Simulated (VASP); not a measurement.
Set up this calculation in VASP 6.6.1, as the native input.

* Task: single point
* Functional: PBE
* Potentials or basis: VASP PAW PBE potentials, release 64 (Se)
* Cutoff: 520 eV
* k mesh: 10 × 10 × 10
* Occupations: fermi-dirac, width 0.0612256 eV
* Spin: no spin polarisation
* Dipole correction: no
* Further INCAR settings: ALGO = Normal; EDIFF = 1e-06; NBANDS = 13

The structure of Se lies in POSCAR:

```
Se
1.0
    0.0000000000      3.1664636212      3.1664636212
    3.1664636212      0.0000000000      3.1664636212
    3.1664636212      3.1664636212      0.0000000000
Se
2
Direct
    0.0000000000      0.0000000000      0.0000000000
    0.2500000000      0.2500000000      0.2500000000
```

This isn't the form of Se at room conditions, which is trigonal, of chains.

The input as run:

INCAR

```
ALGO = Normal
EDIFF = 1E-6
ENCUT = 520
GGA = PE
ISIF = 2
ISMEAR = -1
LASPH = T
LCHARG = F
LREAL = F
LWAVE = F
NBANDS = 13
NELM = 80
PREC = Accurate
SIGMA = 0.06122561905347299
```

KPOINTS

```
k-points
0
Gamma
  10 10 10
```

Potentials or basis: VASP PAW PBE potentials, release 64 (Se).

Launch:

```console
$ cat potpaw_PBE.64/Se/POTCAR > POTCAR
$ mpirun -np 1 vasp_std > vasp.out
```

It gave:

* Pressure: 0.0 GPa
* Band gap on the k mesh: zero (bands 6 and 7 overlap by 1.05 eV)

It took 57 s on 1 thread of Intel Xeon 8259CL, with other jobs on the host, peak memory 0.21 GiB.
